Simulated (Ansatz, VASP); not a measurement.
Two plane-wave programs on BeTe

Contents of INCAR:

```
SYSTEM = BeTe
  PREC = Accurate
  ENCUT = 600
  EDIFF = 1E-6
  ISMEAR = 0
  SIGMA = 0.01
  LREAL = .FALSE.
  LASPH = .TRUE.
  NELM = 120
  ALGO = Normal
  ISIF = 2
  LWAVE = .FALSE.
  LCHARG = .FALSE.
  GGA = PS
  NBANDS = 11
  GGA_COMPAT = .FALSE.
```

File KPOINTS:

```
regular mesh
0
G
  8 8 8
  0 0 0
```

The input POSCAR:

```
BeTe
1.0
    0.0000000000      2.8027859738      2.8027859738
    2.8027859738      0.0000000000      2.8027859738
    2.8027859738      2.8027859738      0.0000000000
Be Te
1 1
Direct
    0.0000000000      0.0000000000      0.0000000000
    0.7500000000      0.7500000000      0.7500000000
```

Input for Ansatz:

```yaml
crystal:
  lattice:
    - [0.0, 2.80278597383, 2.80278597383]
    - [2.80278597383, 0.0, 2.80278597383]
    - [2.80278597383, 2.80278597383, 0.0]
  atoms:
    - { symbol: Be, position: [0.0, 0.0, 0.0] }
    - { symbol: Te, position: [0.75, 0.75, 0.75] }
kpoints:
  mp_grid: { grid: [8, 8, 8] }
scf:
  occupations: { method: fixed }
  convergence: { dr2_threshold: 1.0e-10 }
hamiltonian:
  xc: pbesol
  pseudopotentials: { kind: paw }
output:
  forces: true
  stress: true
  eigenstates:
    kpoints:
      - [0.0, 0.0, 0.0]
      - [0.0, -0.5, -0.5]
      - [-0.5, 0.0, -0.5]
      - [-0.5, -0.5, 0.0]
      - [0.0, 0.5, 0.0]
      - [0.5, 0.0, 0.0]
      - [0.0, 0.0, 0.5]
      - [0.5, 0.5, 0.5]
  eigenvalues: true
```

Change from the starting cell: unstrained, PAW files.

Alike in both runs: task single point; functional PBEsol; k mesh 8 × 8 × 8; no spin polarisation.

|  | VASP | Ansatz |
| --- | --- | --- |
| version | VASP 6.6.1 | Ansatz 0.2.0 |
| potentials or method | VASP PAW PBE potentials, release 64 (Be, Te) | PAW with Ansatz's default frozen-core files, scalar-relativistic |
| plane-wave cutoff (eV) | 600 | 420 |
| occupations | gaussian, width 0.01 eV | fixed |
| valence electrons in the cell | 8 | 18 |

|  | VASP | Ansatz | Ansatz less VASP |
| --- | --- | --- | --- |
| gap on the k mesh at the Fermi level (eV) | 1.82 | 1.84 | +0.018 |
| pressure (GPa) | 0.2 | 0.0 | -0.26 |

VASP's potentials were made for PBE, not for PBEsol. VASP's potentials hold 8 valence electrons a cell and Ansatz's 18, so a difference there can come from the potentials and not from the codes.

Neither program's run includes spin-orbit coupling.
